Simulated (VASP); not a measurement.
# Li2Se (Fm-3m) in VASP: settings compared

Li2Se is run at these levels: r2SCAN, PBE; tasks: single point, relaxation of cell and atoms.

Everything below comes from runs of VASP 6.6.1. Logs are shortened: lines on timing, memory, paths and dates and some standing lists are left out, and cuts for length are marked.

### Step 1. The cell of the first run

The structure is cubic, space group Fm-3m (No. 225). The conventional cell has a = 5.987 Å, b = 5.987 Å, c = 5.987 Å, α = 90.00°, β = 90.00°, γ = 90.00°. Within 3.4 Å of Se (site symmetry m-3m) lie 8 Li at 2.59 Å. Li (site symmetry -43m) has 4 Se at 2.59 Å and 6 Li at 2.99 Å within 3.4 Å.

### Step 2. Single point, r2SCAN

Contents of POSCAR:

```
Li2Se
1.0
    0.0000000000      2.9935209417      2.9935209417
    2.9935209417      0.0000000000      2.9935209417
    2.9935209417      2.9935209417      0.0000000000
Se Li
1 2
Direct
    0.0000000000      0.0000000000      0.0000000000
    0.2500000000      0.2500000000      0.2500000000
    0.7500000000      0.7500000000      0.7500000000
```

Contents of INCAR.step1:

```
SYSTEM = Li2Se
  PREC = Accurate
  ENCUT = 830
  ISMEAR = 0
  SIGMA = 0.01
  LREAL = .FALSE.
  LASPH = .TRUE.
  NELM = 120
  NBANDS = 13
  GGA = PE
  ALGO = Normal
  EDIFF = 1E-5
  LWAVE = .TRUE.
  LCHARG = .FALSE.
  GGA_COMPAT = .FALSE.
```

Contents of INCAR.step2:

```
SYSTEM = Li2Se
  PREC = Accurate
  ENCUT = 830
  EDIFF = 1E-6
  ISMEAR = 0
  SIGMA = 0.01
  LREAL = .FALSE.
  LASPH = .TRUE.
  NELM = 120
  ALGO = Normal
  ISIF = 2
  LWAVE = .FALSE.
  LCHARG = .TRUE.
  METAGGA = R2SCAN
  LMIXTAU = .TRUE.
  LELF = .TRUE.
  LVHAR = .TRUE.
  NBANDS = 13
  ISTART = 1
  GGA_COMPAT = .FALSE.
```

Contents of KPOINTS:

```
Automatic mesh
0
G
  8 8 8
  0 0 0
```

Potentials or basis: VASP PAW PBE potentials, release 64 (Se, Li_sv).

On the command line:

```bash
$ cat potpaw_PBE.64/Se/POTCAR potpaw_PBE.64/Li_sv/POTCAR > POTCAR
$ cp INCAR.step1 INCAR
$ mpirun -np 1 vasp_std > vasp.out
$ cp INCAR.step2 INCAR
$ mpirun -np 1 vasp_std > vasp.out
```

OUTCAR:

```text
SYSTEM = Li2Se
   PREC = Accurate
   ENCUT = 830
   EDIFF = 1E-6
   ISMEAR = 0
   LREAL = .FALSE.
   LASPH = .TRUE.
   NELM = 120
   ISIF = 2
   METAGGA = R2SCAN
   ISTART = 1

 ion  position               nearest neighbor table
   1  0.000  0.000  0.000-   3 2.59   3 2.59   3 2.59   2 2.59   3 2.59   2 2.59   2 2.59   2 2.59

   2  0.250  0.250  0.250-   1 2.59   1 2.59   1 2.59   1 2.59
   3  0.750  0.750  0.750-   1 2.59   1 2.59   1 2.59   1 2.59

  LATTYP: Found a face centered cubic cell.
 ALAT       =     5.9870418834

  Lattice vectors:

 A1 = (   0.0000000000,   2.9935209417,   2.9935209417)
 A2 = (   2.9935209417,   0.0000000000,   2.9935209417)
 A3 = (   2.9935209417,   2.9935209417,   0.0000000000)

Analysis of symmetry for initial positions (statically):
=====================================================================
 Subroutine PRICEL returns:
 Original cell was already a primitive cell.

 Routine SETGRP: Setting up the symmetry group for a
 face centered cubic supercell.

 Subroutine GETGRP returns: Found 48 space group operations
 (whereof 48 operations were pure point group operations)
 out of a pool of 48 trial point group operations.

The static configuration has the point symmetry O_h .

Analysis of symmetry for dynamics (positions and initial velocities):
=====================================================================
 Subroutine PRICEL returns:
 Original cell was already a primitive cell.

 Routine SETGRP: Setting up the symmetry group for a
 face centered cubic supercell.

 Subroutine GETGRP returns: Found 48 space group operations
 (whereof 48 operations were pure point group operations)
 out of a pool of 48 trial point group operations.

The dynamic configuration has the point symmetry O_h .

 Subroutine INISYM returns: Found 48 space group operations
 (whereof 48 operations are pure point group operations),
 and found     1 'primitive' translations

----------------------------------------------------------------------------------------

                                     Primitive cell

  volume of cell :      53.6509

  direct lattice vectors                    reciprocal lattice vectors
     0.000000000  2.993520942  2.993520942    -0.167027393  0.167027393  0.167027393
     2.993520942  0.000000000  2.993520942     0.167027393 -0.167027393  0.167027393
     2.993520942  2.993520942  0.000000000     0.167027393  0.167027393 -0.167027393

  length of vectors
     4.233477915  4.233477915  4.233477915     0.289299932  0.289299932  0.289299932

  position of ions in fractional coordinates (direct lattice)
     0.000000000  0.000000000  0.000000000
     0.250000000  0.250000000  0.250000000
     0.750000000  0.750000000  0.750000000

  ion indices of the primitive-cell ions
   primitive index   ion index
                 1           1
                 2           2
                 3           3

----------------------------------------------------------------------------------------

 KPOINTS: Automatic mesh

Automatic generation of k-mesh.
 Grid dimensions read from file:
 generate k-points for:    8    8    8

 Generating k-lattice:

  Cartesian coordinates                     Fractional coordinates (reciprocal lattice)
    -0.020878424  0.020878424  0.020878424     0.125000000  0.000000000  0.000000000
     0.020878424 -0.020878424  0.020878424     0.000000000  0.125000000  0.000000000
     0.020878424  0.020878424 -0.020878424     0.000000000  0.000000000  0.125000000

  Length of vectors
     0.036162491  0.036162491  0.036162491

  Shift w.r.t. Gamma in fractional coordinates (k-lattice)
     0.000000000  0.000000000  0.000000000

 Subroutine IBZKPT returns following result:
 ===========================================

 Found     29 irreducible k-points:

 Following reciprocal coordinates:
            Coordinates               Weight
  0.000000  0.000000  0.000000      1.000000
  0.125000  0.000000  0.000000      8.000000
  0.250000  0.000000  0.000000      8.000000
  0.375000  0.000000  0.000000      8.000000
  0.500000  0.000000  0.000000      4.000000
  0.125000  0.125000  0.000000      6.000000
[... 16 lines left out ...]
  0.500000  0.250000  0.125000     48.000000
 -0.375000  0.250000  0.125000     24.000000
 [... further k-points ...]
   k-points           NKPTS =     29   k-points in BZ     NKDIM =     29   number of bands    NBANDS=     13
   number of dos      NEDOS =    301   number of ions     NIONS =      3
   total plane-waves  NPLWV =  64000
   dimension x,y,z NGX =    40 NGY =   40 NGZ =   40
   dimension x,y,z NGXF=    80 NGYF=   80 NGZF=   80
   ions per type =               1   2
   NGX,Y,Z   is equivalent  to a cutoff of  15.71, 15.71, 15.71 a.u.
   NGXF,Y,Z  is equivalent  to a cutoff of  31.42, 31.42, 31.42 a.u.
 SYSTEM =  Li2Se
   PREC   = accura    normal or accurate (medium, high low for compatibility)
   ISTART =      1    job   : 0-new  1-cont  2-samecut
   ICHARG =      0    charge: 1-file 2-atom 10-const
   ISPIN  =      1    spin polarized calculation?
   LNONCOLLINEAR =      F non collinear calculations
   LSORBIT =      F    spin-orbit coupling
   LASPH  =      T    aspherical Exc in radial PAW
   ENCUT  =  830.0 eV  61.00 Ry    7.81 a.u.   9.94  9.94  9.94*2*pi/ulx,y,z
   NELM   =    120;   NELMIN=  2; NELMDL=  0     # of ELM steps
   EDIFF  = 0.1E-05   stopping-criterion for ELM
   LREAL  =      F    real-space projection
[... 7 lines left out ...]
   TEBEG  =    0.0;   TEEND  =   0.0 temperature during run
   PSTRESS=    0.0 pullay stress
   NELECT =      12.0000    total number of electrons
   NUPDOWN=      -1.0000    fix difference up-down
   EMIN   =  10.00;   EMAX   =-10.00  energy-range for DOS
   EFERMI =   0.00;   METHOD = LEGACY
   ISMEAR =     0;   SIGMA  =   0.01  broadening in eV -4-tet -1-fermi 0-gaus
   EFERMI_NEDOS =   21; number of points for ismear=-14 and -15
   IALGO  =     38    algorithm
   IMIX   =      4    mixing-type and parameters
     AMIX     =   0.40;   BMIX     =  1.00
     AMIX_MAG =   1.60;   BMIX_MAG =  1.00
  volume/ion in A,a.u.               =      17.88       120.68
  Fermi-wavevector in a.u.,A,eV,Ry     =   0.993748  1.877911 13.436231  0.987535
  Thomas-Fermi vector in A             =   2.125651
   LORBIT       =      0    0 simple, 1 ext, 2 COOP (PROOUT), +10 PAW based schemes
   METAGGA = R2SCAN    functional components
   LHFCALC =     F    Hartree Fock is set to
   AEXX    =    0.0000 exact exchange contribution
   IVDW    =     0    specifies the selected vdW correction
   LEPSILON=     F    determine dielectric tensor
   LRPA    =     F    only Hartree local field effects (RPA)
 non-spin polarized calculation
 Gauss-broadening in eV      SIGMA  =   0.01
  energy-cutoff  :      830.00
  volume of cell :       53.65
 maximum number of plane-waves:      2936
   NGX = 19   NGY = 19   NGZ = 19

 number of electron      12.0000003 magnetization

 Free energy of the ion-electron system (eV)
  ---------------------------------------------------
  ext. energy  EPLUGINS =         0.00000000
  ---------------------------------------------------
  free energy    TOTEN  =       -23.43931415 eV

  energy without entropy =      -23.43931415  energy(sigma->0) =      -23.43931415

 E-fermi :   0.9035     XC(G=0):  -8.6546

 val. band max:        0.7529808090   @ k =   0.0000   0.0000   0.0000
 cond. band min:       4.2103476553   @ k =   0.5000   0.5000   0.0000
 fundamental gap:      3.4573668464
 Fermi energy:         0.9034590115

 k-point     1 :       0.0000    0.0000    0.0000
  band No.  band energies     occupation
      1     -45.3897      2.00000
      2     -45.3660      2.00000
      3     -11.0402      2.00000
      4       0.7530      2.00000
      5       0.7530      2.00000
      6       0.7530      2.00000
      7       4.9290      0.00000
      8       7.0639      0.00000
      9       7.0639      0.00000
     10       7.0639      0.00000
     11      11.9593      0.00000
     12      11.9593      0.00000
     13      12.6848      0.00000

 k-point     2 :       0.1250    0.0000    0.0000
  band No.  band energies     occupation
      1     -45.3887      2.00000
      2     -45.3668      2.00000
      3     -10.9891      2.00000
      4       0.1263      2.00000
      5       0.6617      2.00000
      6       0.6617      2.00000
      7       5.3988      0.00000
      8       7.3018      0.00000
      9       7.3018      0.00000
     10       7.4490      0.00000
     11      10.8506      0.00000
     12      10.8506      0.00000
     13      12.7843      0.00000

 k-point     3 :       0.2500    0.0000    0.0000
  band No.  band energies     occupation
      1     -45.3860      2.00000
      2     -45.3692      2.00000
      3     -10.8592      2.00000
      4      -0.9864      2.00000
      5       0.4637      2.00000
      6       0.4637      2.00000
      7       6.0695      0.00000
      8       7.6083      0.00000
      9       7.6083      0.00000
     10       8.3864      0.00000
     11      10.5189      0.00000
     12      10.5189      0.00000
     13      13.1744      0.00000

 k-point     4 :       0.3750    0.0000    0.0000
  band No.  band energies     occupation
      1     -45.3820      2.00000
      2     -45.3729      2.00000
      3     -10.7185      2.00000
      4      -1.8492      2.00000
      5       0.2903      2.00000
      6       0.2903      2.00000
      7       6.5464      0.00000
      8       7.4741      0.00000
      9       7.4741      0.00000
     10       9.1496      0.00000
     11      11.6560      0.00000
     12      11.6561      0.00000
     13      13.9043      0.00000

 k-point     5 :       0.5000    0.0000    0.0000
  band No.  band energies     occupation
      1     -45.3774      2.00000
      2     -45.3774      2.00000
      3     -10.6566      2.00000
      4      -2.1673      2.00000
      5       0.2243      2.00000
      6       0.2243      2.00000
      7       6.7341      0.00000
      8       7.3500      0.00000
      9       7.3500      0.00000
     10       9.3970      0.00000
     11      13.4159      0.00000
     12      13.4159      0.00000
     13      14.0585      0.00000
[... 257 lines left out ...]
 k-point    22 :       0.3750    0.2500    0.1250
  band No.  band energies     occupation
      1     -45.3843      2.00000
      2     -45.3707      2.00000
      3     -10.7609      2.00000
      4      -1.1168      2.00000
      5      -0.2713      2.00000
      6       0.2121      2.00000
      7       6.2253      0.00000
      8       7.8198      0.00000
      9       7.9030      0.00000
     10       9.0300      0.00000
     11       9.8585      0.00000
     12      12.9808      0.00000
     13      14.8109      0.00000

 k-point    23 :       0.5000    0.2500    0.1250
  band No.  band energies     occupation
      1     -45.3810      2.00000
      2     -45.3737      2.00000
      3     -10.6459      2.00000
      4      -1.6428      2.00000
      5      -0.5183      2.00000
      6      -0.0315      2.00000
      7       6.5436      0.00000
      8       7.5014      0.00000
      9       8.7900      0.00000
     10       9.3037      0.00000
     11      10.9124      0.00000
     12      13.0413      0.00000
     13      14.7886      0.00000

 k-point    24 :      -0.3750    0.2500    0.1250
  band No.  band energies     occupation
      1     -45.3773      2.00000
      2     -45.3773      2.00000
      3     -10.5959      2.00000
      4      -1.8686      2.00000
      5      -0.5466      2.00000
      6      -0.1778      2.00000
      7       6.7101      0.00000
      8       7.3200      0.00000
      9       9.1814      0.00000
     10       9.9286      0.00000
     11      11.0608      0.00000
     12      12.4794      0.00000
     13      14.3220      0.00000

 [... further k-points ...]
[... 5 lines left out ...]
  --------------------------------------------------------------------------------------
  -------------------------------------------------------------------------------------
  Total       -0.0529225     -0.0529225     -0.0529225      0.0000000      0.0000000      0.0000000
  in kB       -1.5804255     -1.5804255     -1.5804255      0.0000000      0.0000000      0.0000000
  external PRESSURE =      -1.5804255 kB  Pullay stress =       0.0000000 kB

 VOLUME and BASIS-vectors are now :
 -----------------------------------------------------------------------------
  energy-cutoff  :      830.00
  volume of cell :       53.65
      direct lattice vectors                 reciprocal lattice vectors
     0.000000000  2.993520942  2.993520942    -0.167027393  0.167027393  0.167027393
     2.993520942  0.000000000  2.993520942     0.167027393 -0.167027393  0.167027393
     2.993520942  2.993520942  0.000000000     0.167027393  0.167027393 -0.167027393

 POSITION                                       TOTAL-FORCE (eV/Angst)
 -----------------------------------------------------------------------------------
      0.00000      0.00000      0.00000        -0.000000      0.000000      0.000000
      1.49676      1.49676      1.49676        -0.000000     -0.000000     -0.000000
      4.49028      4.49028      4.49028         0.000000      0.000000      0.000000
 -----------------------------------------------------------------------------------
    total drift:                                0.000000     -0.000000      0.000000

  FREE ENERGIE OF THE ION-ELECTRON SYSTEM (eV)
  ---------------------------------------------------
  free  energy   TOTEN  =       -23.4393141507 eV

  energy  without entropy=      -23.4393141507  energy(sigma->0) =      -23.43931415
```

It took 1.8 min on 1 thread of AMD EPYC 9R45 (Zen 5), shared host; peak memory 0.24 GiB.

What came out:

```
Free energy            : -23.4393 eV
Pressure               : -0.2 GPa
Band gap on the k mesh : 3.46 eV (least direct gap 4.18 eV)
```

Levels at points of the mesh, in eV from the valence-band top:
```
           k point  band 2  band 3  band 4  band 5  band 6  band 7  band 8  band 9  band 10  band 11
(0.00, 0.00, 0.00)  -46.12  -11.79    0.00    0.00    0.00    4.18    6.31    6.31     6.31    11.21
(0.50, 0.00, 0.00)  -46.13  -11.41   -2.92   -0.53   -0.53    5.98    6.60    6.60     8.64    12.66
(0.50, 0.50, 0.00)  -46.13  -11.29   -2.27   -1.45   -1.45    3.46    7.00   11.37    11.37    12.66
```

Caveat: the structure was generated, so it needn't be the stable form of Li2Se; the PAW data sets were made with another functional, which shifts forces and pressure a little. A k mesh can miss the band edges.

### Step 3. Relaxation of cell and atoms, PBE

This run uses another cell than the first one, of 14.77 Å³/atom.

Contents of INCAR:

```
SYSTEM = Li2Se
PREC = Accurate ; ENCUT = 750
EDIFF = 1E-7 ; ISMEAR = -1
SIGMA = 0.02 ; LREAL = .False.
LASPH = .True. ; NELM = 120
ALGO = Normal ; ISIF = 3
LWAVE = .False. ; LCHARG = .False.
GGA = PE ; IBRION = 2
NSW = 80 ; EDIFFG = -0.005
GGA_COMPAT = .False. ; NELMIN = 4
```

Contents of KPOINTS:

```
Automatic mesh
0
Gamma
  8 8 8
  0 0 0
```

Contents of POSCAR:

```
Li2Se
1.0
    0.0000000000      2.8085180751      2.8085180751
    2.8085180751      0.0000000000      2.8085180751
    2.8085180751      2.8085180751      0.0000000000
Se Li
1 2
Direct
    0.0000000000      0.0000000000      0.0000000000
    0.2500000000      0.2500000000      0.2500000000
    0.7500000000      0.7500000000      0.7500000000
```

Potentials or basis: VASP PAW PBE potentials, release 64 (Se, Li_sv).

On the command line:

```bash
$ cat potpaw_PBE.64/Se/POTCAR potpaw_PBE.64/Li_sv/POTCAR > POTCAR
$ mpirun -np 1 vasp_std > vasp.out
```

It took 1.8 min on 1 thread of AMD EPYC 9R45 (Zen 5), shared host; peak memory 0.2 GiB.

Results (log left out):

```
Free energy                           : -11.1231 eV
Relaxed volume                        : 17.98 Å³/atom
Relaxed cell                          : a = 4.241 Å, b = 4.241 Å, c = 4.241 Å, α = 60.00°, β = 60.00°, γ = 60.00°
Space group after relaxing (to 0.1 Å) : Fm-3m (No. 225)
Energy gained by relaxing             : 85.2 meV/atom
Ionic steps                           : 19
Pressure after relaxing               : 0.0 GPa
Band gap on the k mesh                : 2.97 eV (least direct gap 3.40 eV)
```

The path:
| step | energy change (eV) | largest force (eV/Å) | pressure (GPa) | volume (Å³) |
| --- | --- | --- | --- | --- |
| 1 | 0.0000 | 0.0000 | 9.96 | 44.31 |
| 2 | -0.2281 | 0.0000 | 2.64 | 50.46 |
| 3 | -0.2523 | 0.0000 | -0.79 | 55.33 |
| 4 | -0.2556 | 0.0000 | -0.07 | 54.10 |
| 5 | -0.2556 | 0.0000 | 0.07 | 53.89 |
| 6 | -0.2556 | 0.0000 | 0.07 | 53.90 |
| 7 | -0.2556 | 0.0000 | 0.07 | 53.90 |
| 8 | -0.2556 | 0.0000 | 0.07 | 53.90 |
| 9 | -0.2556 | 0.0000 | 0.07 | 53.90 |
| 10 | -0.2556 | 0.0000 | 0.07 | 53.90 |
| 11 | -0.2556 | 0.0000 | 0.07 | 53.90 |
| 12 | -0.2556 | 0.0000 | 0.07 | 53.90 |
| 13 | -0.2556 | 0.0000 | 0.07 | 53.90 |
| 14 | -0.2556 | 0.0000 | 0.07 | 53.90 |
| 15 | -0.2556 | 0.0000 | 0.06 | 53.90 |
| 16 | -0.2556 | 0.0000 | 0.06 | 53.90 |
| 17 | -0.2556 | 0.0000 | 0.06 | 53.91 |
| 18 | -0.2557 | 0.0000 | 0.05 | 53.92 |
| 19 | -0.2557 | 0.0000 | 0.04 | 53.94 |

Final structure:
```xyz
3
Lattice="0.0000 2.9990 2.9990 2.9990 0.0000 2.9990 2.9990 2.9990 0.0000" Properties=species:S:1:pos:R:3 pbc="T T T"
Se    0.0000    0.0000    0.0000
Li    1.4995    1.4995    1.4995
Li    4.4985    4.4985    4.4985
```

Levels at points of the mesh, in eV from the valence-band top:
```tsv
k point	band 3	band 4	band 5	band 6	band 7	band 8	band 9	band 10
(0.00, 0.00, 0.00)	-11.40	0.00	0.00	0.00	3.40	5.62	5.62	5.62
(0.50, 0.00, 0.00)	-11.03	-2.91	-0.53	-0.53	5.12	5.96	5.96	7.96
(0.50, 0.50, 0.00)	-10.92	-2.28	-1.44	-1.44	2.97	6.18	10.33	10.33
```

Caveat: the volume moved by over 15 % at a fixed basis, so the end points are rough; the structure was generated, so it needn't be the stable form of Li2Se.
